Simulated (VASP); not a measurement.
# Ni (Fm-3m) in VASP: a series of runs, part 2 of 2

VASP 6.6.1. Earlier steps stand in the parts before.

## (3) Single point, PBE, collinear spin, ferromagnetic start

Input file INCAR:

```
SYSTEM = Ni
ALGO = Normal ; EDIFF = 1E-6
ENCUT = 520 ; GGA = PE
ISIF = 2 ; ISMEAR = 0
ISPIN = 2 ; LASPH = .TRUE.
LCHARG = .FALSE. ; LMAXMIX = 4
LORBIT = 11 ; LREAL = .FALSE.
LWAVE = .FALSE. ; MAGMOM = 2 2
NBANDS = 21 ; NELM = 150
PREC = Accurate ; SIGMA = 0.1
```

Input file KPOINTS:

```
k-points
0
G
  14 14 7
  0 0 0
```

Input file POSCAR:

```
Ni
1.0
    0.0000000000      1.7689500000      1.7689500000
    1.7689500000      0.0000000000      1.7689500000
    3.5379000000      3.5379000000      0.0000000000
Ni
2
Direct
    0.0000000000      0.0000000000      0.0000000000
    0.0000000000      0.0000000000      0.5000000000
```

Potentials or basis: VASP PAW PBE potentials, release 64 (Ni).

The run is started by

```bash
$ cat potpaw_PBE.64/Ni/POTCAR > POTCAR
$ mpirun -np 1 vasp_std > vasp.out
```

Run time: 68 s. Hardware: 1 thread of Intel Xeon 6975P-C (Granite Rapids), shared host; peak memory 0.21 GiB.

Results (log left out):

| Item | Value |
| --- | --- |
| Free energy | -10.9396 eV |
| Pressure | -3.2 GPa |
| Net moment | 1.21 μB per cell |
| Site moments | Ni +0.62 μB |
| Valence electrons inside the program's atomic spheres | Ni 9.28 |

Levels at points of the mesh, in eV from the Fermi level:
Spin up:
```
           k point  band 7  band 8  band 9  band 10  band 11  band 12  band 13  band 14  band 15  band 16
(0.00, 0.00, 0.00)   -2.36   -1.23   -1.23    -0.59    -0.59    -0.26     5.55    22.08    23.58    24.38
(0.50, 0.00, 0.00)   -0.59   -0.54   -0.47    -0.47    -0.26     2.44     5.55     9.07    14.67    14.67
```
Spin down:
| k point | band 5 | band 6 | band 7 | band 8 | band 9 | band 10 | band 11 | band 12 | band 13 | band 14 |
| --- | --- | --- | --- | --- | --- | --- | --- | --- | --- | --- |
| (0.00, 0.00, 0.00) | -1.65 | -1.65 | -1.65 | -0.66 | -0.66 | -0.33 | 0.14 | 0.14 | 5.95 | 21.93 |
| (0.50, 0.00, 0.00) | -1.76 | -0.33 | 0.05 | 0.14 | 0.14 | 0.37 | 0.37 | 2.39 | 5.95 | 9.30 |

Caveat: the cell stands under tension.

## (4) Single point, PBE, collinear spin, ferromagnetic start

Input file INCAR:

```
ALGO = Normal
EDIFF = 1E-6
ENCUT = 520
GGA = PE
ISIF = 2
ISMEAR = 0
ISPIN = 2
LASPH = True
LCHARG = False
LMAXMIX = 4
LORBIT = 11
LREAL = False
LWAVE = False
MAGMOM = 0.74 0.74
NBANDS = 21
NELM = 150
PREC = Accurate
SIGMA = 0.1
```

Input file KPOINTS:

```
k-points
0
Gamma
  14 14 7
```

POSCAR is that of step 3.

Potentials or basis: VASP PAW PBE potentials, release 64 (Ni).

The run is started by

```bash
$ cat potpaw_PBE.64/Ni/POTCAR > POTCAR
$ mpirun -np 1 vasp_std > vasp.out
```

OUTCAR:

```text
EDIFF = 1E-6
   ENCUT = 520
   GGA = PE
   ISIF = 2
   ISMEAR = 0
   ISPIN = 2
   LASPH = True
   LORBIT = 11
   LREAL = False
   NELM = 150
   PREC = Accurate

 ion  position               nearest neighbor table
   1  0.000  0.000  0.000-   2 2.50   2 2.50   2 2.50   2 2.50   2 2.50   2 2.50
   2  0.000  0.000  0.500-   1 2.50   1 2.50   1 2.50   1 2.50   1 2.50   1 2.50

  LATTYP: Found a trigonal (rhomboedric) cell.
 ALAT       =     4.3330248805
 COS(alpha) =     0.8333333333

  Lattice vectors:

 A1 = (   3.5379000000,   1.7689500000,  -1.7689500000)
 A2 = (   1.7689500000,   1.7689500000,  -3.5379000000)
 A3 = (   1.7689500000,   3.5379000000,  -1.7689500000)

Analysis of symmetry for initial positions (statically):
=====================================================================
 Subroutine PRICEL returns following result:

  LATTYP: Found a face centered cubic cell.
 ALAT       =     3.5379000000
[... 12 lines left out ...]
 Subroutine GETGRP returns: Found 12 space group operations
[... 811 lines left out ...]
      5       7.4864      1.00000
      6       7.4864      1.00000
[... 565 lines left out ...]
     20      35.5613      0.00000
     21      38.3251      0.00000

 [... further k-points ...]

------------------------ aborting loop because EDIFF is reached ----------------------------------------

  FORCE on cell =-STRESS in cart. coord.  units (eV):
  Direction    XX          YY          ZZ          XY          YZ          ZX
  --------------------------------------------------------------------------------------
  -------------------------------------------------------------------------------------
  Total       -0.4460564     -0.4460564     -0.4460564      0.0000105     -0.0000105     -0.0000105
  in kB      -32.2770359    -32.2770359    -32.2770359      0.0007630     -0.0007630     -0.0007630
  external PRESSURE =     -32.2770359 kB  Pullay stress =       0.0000000 kB

 VOLUME and BASIS-vectors are now :
 -----------------------------------------------------------------------------
  energy-cutoff  :      520.00
  volume of cell :       22.14
      direct lattice vectors                 reciprocal lattice vectors
     0.000000000  1.768950000  1.768950000    -0.282653552  0.282653552  0.282653552
     1.768950000  0.000000000  1.768950000     0.282653552 -0.282653552  0.282653552
     3.537900000  3.537900000  0.000000000     0.141326776  0.141326776 -0.141326776

 POSITION                                       TOTAL-FORCE (eV/Angst)
 -----------------------------------------------------------------------------------
      0.00000      0.00000      0.00000         0.000000      0.000000      0.000000
      1.76895      1.76895      0.00000         0.000000      0.000000     -0.000000
 -----------------------------------------------------------------------------------
    total drift:                               -0.000000     -0.000000      0.000000

  FREE ENERGIE OF THE ION-ELECTRON SYSTEM (eV)
  ---------------------------------------------------
  free  energy   TOTEN  =       -10.9395996168 eV

  energy  without entropy=      -10.9188482329  energy(sigma->0) =      -10.92922392

 total charge

# of ion       s       p       d       tot
------------------------------------------
    1        0.490   0.482   8.307   9.279
    2        0.490   0.482   8.307   9.279
--------------------------------------------------
tot          0.979   0.965  16.615  18.559

 magnetization (x)

# of ion       s       p       d       tot
------------------------------------------
    1       -0.008  -0.026   0.652   0.618
    2       -0.008  -0.026   0.652   0.618
--------------------------------------------------
tot         -0.015  -0.052   1.303   1.236
```

OSZICAR:

```text
N       E                     dE             d eps       ncg     rms          rms(c)
DAV:   1     0.963845385875E+02    0.96385E+02   -0.85775E+03 13186   0.130E+03
DAV:   2    -0.727125317977E+01   -0.10366E+03   -0.95584E+02 12416   0.233E+02
DAV:   3    -0.129199557787E+02   -0.56487E+01   -0.54360E+01 13883   0.627E+01
DAV:   4    -0.129961464438E+02   -0.76191E-01   -0.76118E-01 13715   0.674E+00
DAV:   5    -0.129984655439E+02   -0.23191E-02   -0.23190E-02 13868   0.116E+00    0.139E+01
DAV:   6    -0.116559375105E+02    0.13425E+01   -0.79995E+00 14325   0.582E+01    0.895E+00
DAV:   7    -0.109732909325E+02    0.68265E+00   -0.17010E+00 14166   0.238E+01    0.258E+00
DAV:   8    -0.109457675468E+02    0.27523E-01   -0.12957E-02 17003   0.127E+00    0.131E+00
DAV:   9    -0.109409434480E+02    0.48241E-02   -0.57516E-04 18549   0.310E-01    0.387E-01
DAV:  10    -0.109395893575E+02    0.13541E-02   -0.13118E-04 19339   0.237E-01    0.601E-02
DAV:  11    -0.109395998572E+02   -0.10500E-04   -0.24512E-05 13087   0.457E-02    0.285E-02
DAV:  12    -0.109395996168E+02    0.24044E-06   -0.22180E-06 11456   0.185E-02
   1 F= -.10939600E+02 E0= -.10929224E+02  d E =-.207514E-01  mag=     1.2062
```

Wall time 57 s (1 thread of Intel Xeon 6975P-C (Granite Rapids), shared host); peak memory 0.21 GiB.

Results:

```
Free energy                                           : -10.9396 eV
Pressure                                              : -3.2 GPa
Net moment                                            : 1.21 μB per cell
Site moments                                          : Ni +0.62 μB
Valence electrons inside the program's atomic spheres : Ni 9.28
```

Caveat: the cell stands under tension.

## (5) Single point, PBE, collinear spin, ferromagnetic start

INCAR, as its differences from that of step 4:

```diff
@@ -13,3 +13,3 @@
 LWAVE = False
-MAGMOM = 0.74 0.74
+MAGMOM = 2 2
 NBANDS = 21
```

KPOINTS is that of step 4.

POSCAR is that of step 4.

The run is started by

```bash
$ cat potpaw_PBE.64/Ni/POTCAR > POTCAR
$ mpirun -np 1 vasp_std > vasp.out
```

It took 64 s on 1 thread of Intel Xeon 6975P-C (Granite Rapids), shared host; peak memory 0.22 GiB.

It converged, with:

```yaml
Free_energy: -10.9396 eV
Pressure: -3.2 GPa
Net_moment: 1.21 μB per cell
Site_moments: Ni +0.62 μB
Valence_electrons_inside_the_program's_atomic_spheres: Ni 9.28
```

Levels at points of the mesh, in eV from the Fermi level:
Spin up:
| k point | band 7 | band 8 | band 9 | band 10 | band 11 | band 12 | band 13 | band 14 | band 15 | band 16 |
| --- | --- | --- | --- | --- | --- | --- | --- | --- | --- | --- |
| (0.00, 0.00, 0.00) | -2.36 | -1.23 | -1.23 | -0.59 | -0.59 | -0.26 | 5.55 | 22.08 | 23.58 | 24.38 |
| (0.50, 0.00, 0.00) | -0.59 | -0.54 | -0.47 | -0.47 | -0.26 | 2.44 | 5.55 | 9.07 | 14.67 | 14.67 |
Spin down:
```tsv
k point	band 6	band 7	band 8	band 9	band 10	band 11	band 12	band 13
(0.00, 0.00, 0.00)	-1.65	-1.65	-0.66	-0.66	-0.33	0.14	0.14	5.95
(0.50, 0.00, 0.00)	-0.33	0.05	0.14	0.14	0.37	0.37	2.39	5.95
```

Caveat: the cell stands under tension.

## (6) Single point, PBE, collinear spin, antiferromagnetic start

Input file INCAR:

```
PREC = Accurate
ENCUT = 520
EDIFF = 1E-6
ISMEAR = 0
SIGMA = 0.1
LREAL = F
LASPH = T
NELM = 150
ALGO = Normal
ISIF = 2
LWAVE = F
LCHARG = T
ISPIN = 2
MAGMOM = 2 -2
LORBIT = 11
LMAXMIX = 4
GGA = PE
LELF = T
LVHAR = T
NBANDS = 21
```

Input file KPOINTS:

```
regular mesh
0
Gamma
  14 14 7
```

POSCAR is that of step 5.

Potentials or basis: VASP PAW PBE potentials, release 64 (Ni).

The run is started by

```bash
$ cat potpaw_PBE.64/Ni/POTCAR > POTCAR
$ mpirun -np 1 vasp_std > vasp.out
```

It took 68 s on 1 thread of Intel Xeon 6975P-C (Granite Rapids), shared host; peak memory 0.22 GiB.

It converged, with:

```yaml
Free_energy: -10.8424 eV
Pressure: -3.9 GPa
Band_gap_on_the_k_mesh: zero (filled and empty bands overlap)
Net_moment: 0.00 μB per cell
Site_moments: Ni +0.28, -0.28 μB
Valence_electrons_inside_the_program's_atomic_spheres: Ni 9.28
```

Stress tensor (GPa, compression positive):
```
-3.89  0.21 -0.21
 0.21 -3.89 -0.21
-0.21 -0.21 -3.89
```

Levels at points of the mesh, in eV from the Fermi level:
Spin up:
```
           k point  band 7  band 8  band 9  band 10  band 11  band 12  band 13  band 14
(0.00, 0.00, 0.00)   -1.72   -0.73   -0.73    -0.10    -0.01    -0.01     5.95    22.19
(0.50, 0.00, 0.00)   -0.10   -0.09    0.04     0.23     0.25     2.61     5.95     9.38
```
Spin down:
```tsv
k point	band 8	band 9	band 10	band 11	band 12	band 13
(0.00, 0.00, 0.00)	-0.73	-0.73	-0.10	-0.01	-0.01	5.95
(0.50, 0.00, 0.00)	-0.09	0.04	0.23	0.25	2.61	5.95
```

Caveat: the cell stands under tension.

## (7) Single point, PBE, collinear spin, antiferromagnetic start

Input file INCAR:

```
PREC = Accurate
ENCUT = 520
EDIFF = 1E-6
ISMEAR = 0
SIGMA = 0.1
LREAL = F
LASPH = T
NELM = 150
ALGO = Normal
ISIF = 2
LWAVE = F
LCHARG = F
ISPIN = 2
MAGMOM = 2.8 -2.8
LORBIT = 11
LMAXMIX = 4
GGA = PE
NBANDS = 21
```

Input file KPOINTS:

```
Automatic mesh
0
Gamma
  14 14 7
```

POSCAR is that of step 6.

The run is started by

```bash
$ cat potpaw_PBE.64/Ni/POTCAR > POTCAR
$ mpirun -np 1 vasp_std > vasp.out
```

Wall time 66 s (1 thread of Intel Xeon 6975P-C (Granite Rapids), shared host); peak memory 0.22 GiB.

The run converged. Its results:

```yaml
Free_energy: -10.8424 eV
Pressure: -3.9 GPa
Band_gap_on_the_k_mesh: zero (filled and empty bands overlap)
Net_moment: 0.00 μB per cell
Site_moments: Ni +0.28, -0.28 μB
Valence_electrons_inside_the_program's_atomic_spheres: Ni 9.28
```

Stress tensor (GPa, compression positive):
```
-3.89  0.21 -0.21
 0.21 -3.89 -0.21
-0.21 -0.21 -3.89
```

Levels at points of the mesh, in eV from the Fermi level:
Spin up:
```tsv
k point	band 7	band 8	band 9	band 10	band 11	band 12	band 13	band 14
(0.00, 0.00, 0.00)	-1.72	-0.73	-0.73	-0.10	-0.01	-0.01	5.95	22.19
(0.50, 0.00, 0.00)	-0.10	-0.09	0.04	0.23	0.25	2.61	5.95	9.38
```
Spin down:
```tsv
k point	band 7	band 8	band 9	band 10	band 11	band 12	band 13	band 14
(0.00, 0.00, 0.00)	-1.72	-0.73	-0.73	-0.10	-0.01	-0.01	5.95	22.19
(0.50, 0.00, 0.00)	-0.10	-0.09	0.04	0.23	0.25	2.61	5.95	9.38
```

Caveat: the cell stands under tension.

## (8) Overview

| spin | gap on the mesh (eV) | pressure (GPa) | moment (μB) |
| --- | --- | --- | --- |
| off | none | -4.2 | - |
| collinear, ferromagnetic start | none | -3.2 | 1.21 |
| collinear, antiferromagnetic start | none | -3.9 | 0.00 |

Alike in all rows: task single point; level PBE; potentials or basis VASP PAW PBE potentials, release 64 (Ni); cell as given; k mesh 14 × 14 × 7; cutoff (eV) 520; smearing gaussian 0.1 eV.

Caveats: the cell stands under tension.

Absolute energies hang on the potentials; compare differences alone.
